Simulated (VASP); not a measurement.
Input of a VASP 6.6.1 run:

INCAR

```
PREC = Accurate
ENCUT = 400
EDIFF = 1E-6
ISMEAR = -1
SIGMA = 0.0819
LREAL = Auto
LASPH = True
NELM = 120
ALGO = Normal
ISIF = 2
LWAVE = False
LCHARG = False
GGA = PE
NBANDS = 59
ISYM = -1
GGA_COMPAT = False
```

Contents of KPOINTS:

```
explicit points
1
Reciprocal
  0.25000000   0.25000000   0.25000000 1
```

The input POSCAR:

```
Ti2Si13Sn
1.0
    6.7816700000     -0.0349430000      0.1121080000
   -0.0349430000      6.4658950000      0.1319420000
    0.1121080000      0.1319420000      6.4600740000
Si Ti Sn
13 2 1
Direct
    0.8618873738      0.6691697503      0.1193675080
    1.0524488436      0.1294583325      0.1115166906
    0.1802375587      0.4017589768      0.8960200835
    0.6738249271      0.3159429260      0.1399605784
    0.4098798343      0.8361645859      0.4751786069
    0.3632834208      0.6672392079      0.0727786008
    0.3264949989      0.3894965782      0.2912623510
    0.8711978840      0.5485222766      0.7257417827
    0.6596021935      0.5521834224      0.4354598929
    1.0951887625      0.6806080706      0.3950361541
    0.3928267316      0.1510531044      0.6718787946
    0.4082585019      1.0213241076      0.1485147710
    0.5335772515      0.4820337778      0.7992905686
    0.1567162171      0.8865049674      0.7952820076
    0.6401590720      0.8824990767      0.8761782533
    0.8358394215      0.1217821524      0.5176374966
```

Potentials or basis: VASP PAW PBE potentials, release 64 (Si, Ti_sv, Sn_d).

Launch:

```bash
$ cat potpaw_PBE.64/Si/POTCAR potpaw_PBE.64/Ti_sv/POTCAR potpaw_PBE.64/Sn_d/POTCAR > POTCAR
$ mpirun -np 1 vasp_std > vasp.out
```

Q: Estimate the pressure.

A: -2.0 GPa.

Q: Predict the largest force.

A: 2.068 eV/Å.

Stress tensor (GPa, compression positive):
```
-4.82  3.30  1.95
 3.30 -1.75  0.20
 1.95  0.20  0.59
```

Caveat: the atoms stand as in a frame of molecular dynamics.
